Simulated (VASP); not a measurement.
# CoPdO2 (R-3m) in VASP: settings compared, part 2 of 3

VASP 6.6.1. Earlier steps stand in the parts before.

## (3) Relaxation of shape and atoms at fixed volume, RPBE+D4+U, collinear spin, zero start (10.33 Å³/atom)

This run uses another cell than the first one, of 10.33 Å³/atom.

Input file INCAR:

```
SYSTEM = CoPdO2
PREC = Accurate
ENCUT = 600
EDIFF = 1E-7
ISMEAR = 0
SIGMA = 0.05
LREAL = .FALSE.
LASPH = .TRUE.
NELM = 200
ALGO = Normal
ISIF = 4
LWAVE = .FALSE.
LCHARG = .FALSE.
ISPIN = 2
MAGMOM = 0 0 0 0
LORBIT = 11
LMAXMIX = 4
LDAU = .TRUE.
LDAUTYPE = 2
LDAUL = 2 -1 -1
LDAUU = 3.3 0 0
LDAUJ = 0 0 0
LDAUPRINT = 1
GGA = RP
IVDW = 13
IBRION = 2
NSW = 60
EDIFFG = -0.01
GGA_COMPAT = .FALSE.
NELMIN = 4
```

Input file KPOINTS:

```
regular mesh
0
G
  10 10 10
  0 0 0
```

Input file POSCAR:

```
CoPdO2
1.0
    1.4189670236      0.8192409931      5.9256342190
   -1.4189670236      0.8192409931      5.9256342190
    0.0000000000     -1.6384819861      5.9256342190
Co Pd O
1 1 2
Direct
    0.5000000000      0.5000000000      0.5000000000
    0.0000000000      0.0000000000      0.0000000000
    0.1119184230      0.1119184230      0.1119184230
    0.8880815770      0.8880815770      0.8880815770
```

Potentials or basis: VASP PAW PBE potentials, release 64 (Co, Pd, O).

On the command line:

```
> cat potpaw_PBE.64/Co/POTCAR potpaw_PBE.64/Pd/POTCAR potpaw_PBE.64/O/POTCAR > POTCAR
> mpirun -np 1 vasp_std > vasp.out
```

Wall time 74 min (1 thread of Intel Xeon 8259CL, shared host); peak memory 0.6 GiB.

The run converged. Its results:

| Quantity | Value |
| --- | --- |
| Free energy | -24.1185 eV |
| Energy gained by relaxing | 0.3 meV/atom |
| Ionic steps | 4 |
| Pressure after relaxing | -1.2 GPa |
| Largest force after relaxing | 0.005 eV/Å |
| Net moment | 0.00 μB per cell |
| Valence electrons inside the program's atomic spheres | Co 8.44; Pd 9.41; O 5.03 |
| Dispersion energy per atom | -0.657 eV |

Forces in eV/Å, atoms in the order of the input:
```
Co   0.000  0.000  0.000
Pd   0.000  0.000  0.000
O    0.000  0.000 -0.005
O    0.000  0.000  0.005
```

Step by step:
```csv
step,energy change (eV),largest force (eV/Å),pressure (GPa),volume (Å³)
1,0.0000,0.0750,-0.93,41.33
2,-0.0007,0.0949,-1.19,41.33
3,-0.0011,0.0346,-1.09,41.33
4,-0.0011,0.0053,-1.15,41.33
```

Final structure:
```
Co Pd O
1.0
     1.41642    0.81777    5.94696
    -1.41642    0.81777    5.94696
     0.00000   -1.63554    5.94696
Co Pd O
1 1 2
Direct
  0.50000 0.50000 0.50000
  0.00000 0.00000 0.00000
  0.11197 0.11197 0.11197
  0.88803 0.88803 0.88803
```

Levels at points of the mesh, in eV from the Fermi level:
Spin up:
```
           k point  band 14  band 15  band 16  band 17  band 18  band 19
(0.00, 0.00, 0.00)    -2.13    -1.47    -1.47     2.37     2.37     3.07
(0.50, 0.00, 0.00)    -1.28    -0.34     0.88     1.72     2.04     3.62
(0.50, 0.50, 0.00)    -1.72    -0.34     0.35     2.31     2.33     3.66
(0.50, 0.50, 0.50)    -1.59    -0.69    -0.69     2.10     2.10     4.31
```
Spin down:
| k point | band 14 | band 15 | band 16 | band 17 | band 18 | band 19 |
| --- | --- | --- | --- | --- | --- | --- |
| (0.00, 0.00, 0.00) | -2.13 | -1.47 | -1.47 | 2.37 | 2.37 | 3.07 |
| (0.50, 0.00, 0.00) | -1.28 | -0.34 | 0.88 | 1.72 | 2.04 | 3.62 |
| (0.50, 0.50, 0.00) | -1.72 | -0.34 | 0.35 | 2.31 | 2.33 | 3.66 |
| (0.50, 0.50, 0.50) | -1.59 | -0.69 | -0.69 | 2.10 | 2.10 | 4.31 |

Eigenvalues of the final occupation matrices:
```
    site  spin  trace               eigenvalues
site 1 d     1   3.69  0.40 0.40 0.97 0.97 0.97
site 1 d     2   3.69  0.40 0.40 0.97 0.97 0.97
```

Caveat: the PAW data sets were made with another functional, which shifts forces and pressure a little.

## (4) Single point, RPBE+D4+U, collinear spin, zero start (10.57 Å³/atom)

This run uses another cell than the first one, of 10.57 Å³/atom.

Input file INCAR:

```
SYSTEM = CoPdO2
  ALGO = Normal
  EDIFF = 1E-7
  ENCUT = 520
  GGA = RP
  ISIF = 2
  ISMEAR = 0
  ISPIN = 2
  IVDW = 13
  LASPH = .TRUE.
  LCHARG = .FALSE.
  LDAU = .TRUE.
  LDAUJ = 0 0 0
  LDAUL = 2 -1 -1
  LDAUPRINT = 1
  LDAUTYPE = 2
  LDAUU = 3.3 0 0
  LMAXMIX = 4
  LORBIT = 11
  LREAL = .FALSE.
  LWAVE = .FALSE.
  MAGMOM = 0 0 0 0
  NBANDS = 28
  NELM = 150
  PREC = Accurate
  SIGMA = 0.05
```

Input file KPOINTS:

```
k-points
0
G
  10 10 10
  0 0 0
```

Input file POSCAR:

```
CoPdO2
1.0
    1.4308639202      0.8261096695      5.9590416033
   -1.4308639202      0.8261096695      5.9590416033
    0.0000000000     -1.6522193391      5.9590416033
Co Pd O
1 1 2
Direct
    0.5000000000      0.5000000000      0.5000000000
    0.0000000000      0.0000000000      0.0000000000
    0.1120408297      0.1120408297      0.1120408297
    0.8879591703      0.8879591703      0.8879591703
```

Potentials or basis: VASP PAW PBE potentials, release 64 (Co, Pd, O).

On the command line:

```
> cat potpaw_PBE.64/Co/POTCAR potpaw_PBE.64/Pd/POTCAR potpaw_PBE.64/O/POTCAR > POTCAR
> mpirun -np 1 vasp_std > vasp.out
```

OUTCAR:

```text
SYSTEM = CoPdO2
   EDIFF = 1E-7
   ENCUT = 520
   GGA = RP
   ISIF = 2
   ISMEAR = 0
   ISPIN = 2
   IVDW = 13
   LASPH = .TRUE.
   LORBIT = 11
   LREAL = .FALSE.
   NELM = 150
   PREC = Accurate

 ion  position               nearest neighbor table
   1  0.500  0.500  0.500-   3 1.92   3 1.92   4 1.92   4 1.92   3 1.92   4 1.92
   2  0.000  0.000  0.000-   3 2.00   4 2.00
   3  0.112  0.112  0.112-   1 1.92   1 1.92   1 1.92   2 2.00
   4  0.888  0.888  0.888-   1 1.92   1 1.92   1 1.92   2 2.00

  LATTYP: Found a trigonal (rhomboedric) cell.
 ALAT       =     6.1838503842
 COS(alpha) =     0.8929199132

  Lattice vectors:

 A1 = (   1.4308639202,   0.8261096695,   5.9590416033)
 A2 = (  -1.4308639202,   0.8261096695,   5.9590416033)
 A3 = (   0.0000000000,  -1.6522193391,   5.9590416033)

Analysis of symmetry for initial positions (statically):
=====================================================================
 Subroutine PRICEL returns:
 Original cell was already a primitive cell.

 Routine SETGRP: Setting up the symmetry group for a
 trigonal (rhombohedral) supercell.

 Subroutine GETGRP returns: Found 12 space group operations
 (whereof 12 operations were pure point group operations)
 out of a pool of 12 trial point group operations.

The static configuration has the point symmetry D_3d.

Analysis of symmetry for dynamics (positions and initial velocities):
=====================================================================
 Subroutine PRICEL returns:
 Original cell was already a primitive cell.

 Routine SETGRP: Setting up the symmetry group for a
 trigonal (rhombohedral) supercell.

 Subroutine GETGRP returns: Found 12 space group operations
 (whereof 12 operations were pure point group operations)
 out of a pool of 12 trial point group operations.

The dynamic configuration has the point symmetry D_3d.

Analysis of structural, dynamic, and magnetic symmetry:
=====================================================================
 Subroutine PRICEL returns:
 Original cell was already a primitive cell.

 Routine SETGRP: Setting up the symmetry group for a
 trigonal (rhombohedral) supercell.

 Subroutine GETGRP returns: Found 12 space group operations
 (whereof 12 operations were pure point group operations)
 out of a pool of 12 trial point group operations.

The overall configuration has the point symmetry D_3d.

 Subroutine INISYM returns: Found 12 space group operations
 (whereof 12 operations are pure point group operations),
 and found     1 'primitive' translations

----------------------------------------------------------------------------------------

                                     Primitive cell

  volume of cell :      42.2633

  direct lattice vectors                    reciprocal lattice vectors
     1.430863920  0.826109669  5.959041603     0.349439239  0.201748839  0.055937407
    -1.430863920  0.826109669  5.959041603    -0.349439239  0.201748839  0.055937407
     0.000000000 -1.652219339  5.959041603     0.000000000 -0.403497678  0.055937407

[... 133 lines left out ...]

 onsite density matrix

spin component  1

  0.7728 -0.0000  0.0000  0.2712  0.0000
 -0.0000  0.5816  0.0000 -0.0000  0.2712
  0.0000  0.0000  0.9674  0.0000  0.0000
  0.2712 -0.0000  0.0000  0.5816  0.0000
  0.0000  0.2712  0.0000  0.0000  0.7728

spin component  2

  0.7728 -0.0000  0.0000  0.2712  0.0000
 -0.0000  0.5816  0.0000 -0.0000  0.2712
  0.0000  0.0000  0.9674  0.0000  0.0000
  0.2712 -0.0000  0.0000  0.5816  0.0000
  0.0000  0.2712  0.0000  0.0000  0.7728

 occupancies and eigenvectors

  o =  0.3897  v =  0.5777  0.0000 -0.0000 -0.8163 -0.0000  0.0000  0.0000  0.0000  0.0000  0.0000      0.0000  0.0000  0.0000  0.0000  0.0000  0.0000  0.0000  0.0000  0.0000  0.0000
  o =  0.3897  v =  0.0000 -0.8163 -0.0000 -0.0000  0.5777  0.0000  0.0000  0.0000  0.0000  0.0000      0.0000  0.0000  0.0000  0.0000  0.0000  0.0000  0.0000  0.0000  0.0000  0.0000
  o =  0.3897  v =  0.0000  0.0000  0.0000  0.0000  0.0000  0.5777  0.0000 -0.0000 -0.8163 -0.0000      0.0000  0.0000  0.0000  0.0000  0.0000  0.0000  0.0000  0.0000  0.0000  0.0000
  o =  0.3897  v =  0.0000  0.0000  0.0000  0.0000  0.0000  0.0000 -0.8163 -0.0000 -0.0000  0.5777      0.0000  0.0000  0.0000  0.0000  0.0000  0.0000  0.0000  0.0000  0.0000  0.0000
  o =  0.9648  v = -0.8163  0.0000 -0.0000 -0.5777 -0.0000  0.0000  0.0000  0.0000  0.0000  0.0000      0.0000  0.0000  0.0000  0.0000  0.0000  0.0000  0.0000  0.0000  0.0000  0.0000
  o =  0.9648  v =  0.0000 -0.5777  0.0000 -0.0000 -0.8163  0.0000  0.0000  0.0000  0.0000  0.0000      0.0000  0.0000  0.0000  0.0000  0.0000  0.0000  0.0000  0.0000  0.0000  0.0000
  o =  0.9648  v =  0.0000  0.0000  0.0000  0.0000  0.0000 -0.8163  0.0000 -0.0000 -0.5777 -0.0000      0.0000  0.0000  0.0000  0.0000  0.0000  0.0000  0.0000  0.0000  0.0000  0.0000
  o =  0.9648  v =  0.0000  0.0000  0.0000  0.0000  0.0000  0.0000 -0.5777  0.0000 -0.0000 -0.8163      0.0000  0.0000  0.0000  0.0000  0.0000  0.0000  0.0000  0.0000  0.0000  0.0000
  o =  0.9674  v =  0.0000 -0.0000 -1.0000  0.0000 -0.0000  0.0000  0.0000  0.0000  0.0000  0.0000      0.0000  0.0000  0.0000  0.0000  0.0000  0.0000  0.0000  0.0000  0.0000  0.0000
  o =  0.9674  v =  0.0000  0.0000  0.0000  0.0000  0.0000  0.0000 -0.0000 -1.0000  0.0000 -0.0000      0.0000  0.0000  0.0000  0.0000  0.0000  0.0000  0.0000  0.0000  0.0000  0.0000

 number of electron      30.9999997 magnetization      -0.0000018

 Free energy of the ion-electron system (eV)
  ---------------------------------------------------
  ext. energy  EPLUGINS =         0.00000000
  ---------------------------------------------------
  free energy    TOTEN  =       -21.52538712 eV

  energy without entropy =      -21.52225912  energy(sigma->0) =      -21.52382312

 E-fermi :   7.4945     XC(G=0): -12.1128

 val. band max:        7.4921329743   @ k =  -0.2000   0.2000   0.2000
 cond. band min:       7.5009341677   @ k =  -0.4000   0.3000   0.2000
 fundamental gap:      0.0088011935
 Fermi energy:         7.4944557309

 spin component 1

 k-point     1 :       0.0000    0.0000    0.0000
  band No.  band energies     occupation
      1     -13.1020      1.00000
      2     -11.3375      1.00000
      3      -0.8723      1.00000
      4       1.7960      1.00000
      5       1.7960      1.00000
      6       2.5961      1.00000
[... 1433 lines left out ...]
     26      23.8408      0.00000
     27      25.5542      0.00000

 [... further k-points ...]

 [bands above 27 left out]

------------------------ aborting loop because EDIFF is reached ----------------------------------------

  DFT-D4 for vdW energy calculation

  Edisp (eV):   -2.57027

  FORCE on cell =-STRESS in cart. coord.  units (eV):
  Direction    XX          YY          ZZ          XY          YZ          ZX
  --------------------------------------------------------------------------------------
  -------------------------------------------------------------------------------------
  Total      -1.42366    -1.42366    -1.05783     0.00000     0.00000     0.00000
  in kB     -53.96992   -53.96992   -40.10154     0.00000     0.00000     0.00000
  external pressure =      -49.35 kB  Pullay stress =        0.00 kB

 VOLUME and BASIS-vectors are now :
 -----------------------------------------------------------------------------
  energy-cutoff  :      520.00
  volume of cell :       42.26
      direct lattice vectors                 reciprocal lattice vectors
     1.430863920  0.826109669  5.959041603     0.349439239  0.201748839  0.055937407
    -1.430863920  0.826109669  5.959041603    -0.349439239  0.201748839  0.055937407
     0.000000000 -1.652219339  5.959041603     0.000000000 -0.403497678  0.055937407

 POSITION                                       TOTAL-FORCE (eV/Angst)
 -----------------------------------------------------------------------------------
      0.00000     -0.00000      8.93856         0.000000     -0.000000      0.000000
      0.00000      0.00000      0.00000        -0.000000      0.000000      0.000000
      0.00000     -0.00000      2.00297        -0.000000     -0.000000      0.101835
      0.00000     -0.00000     15.87416        -0.000000      0.000000     -0.101835
 -----------------------------------------------------------------------------------
    total drift:                               -0.000000      0.000000     -0.000000

  FREE ENERGIE OF THE ION-ELECTRON SYSTEM (eV)
  ---------------------------------------------------
  free  energy   TOTEN  =       -24.0956543329 eV

  energy  without entropy=      -24.0925263311  energy(sigma->0) =      -24.09409033

 total charge

# of ion       s       p       d       tot
------------------------------------------
    1        0.418   0.631   7.318   8.367
    2        0.473   0.452   8.445   9.370
    3        1.562   3.452   0.000   5.014
    4        1.562   3.452   0.000   5.014
--------------------------------------------------
tot          4.015   7.987  15.763  27.765

 magnetization (x)

# of ion       s       p       d       tot
------------------------------------------
    1        0.000   0.000  -0.000  -0.000
    2       -0.000  -0.000  -0.000  -0.000
    3        0.000  -0.000   0.000  -0.000
    4        0.000  -0.000   0.000  -0.000
--------------------------------------------------
tot         -0.000  -0.000  -0.000  -0.000
```

It took 42 min on 1 thread of Oxide Virtual Turin-like, shared host; peak memory 0.52 GiB.

Results:

```
Free energy                                           : -24.0957 eV
Pressure                                              : -4.9 GPa
Largest force                                         : 0.102 eV/Å
Net moment                                            : 0.00 μB per cell
Valence electrons inside the program's atomic spheres : Co 8.37; Pd 9.37; O 5.01
Dispersion energy per atom                            : -0.643 eV
```

Forces on the atoms (eV/Å):
```
Co   0.000  0.000  0.000
Pd   0.000  0.000  0.000
O    0.000  0.000  0.102
O    0.000  0.000 -0.102
```

Eigenvalues of the final occupation matrices:
| site | spin | trace | eigenvalues |
| --- | --- | --- | --- |
| site 1 d | 1 | 3.68 | 0.39 0.39 0.96 0.96 0.97 |
| site 1 d | 2 | 3.68 | 0.39 0.39 0.96 0.96 0.97 |

Caveat: the cell stands under tension; the PAW data sets were made with another functional, which shifts forces and pressure a little.

(Part 2 of 3 ends here.)
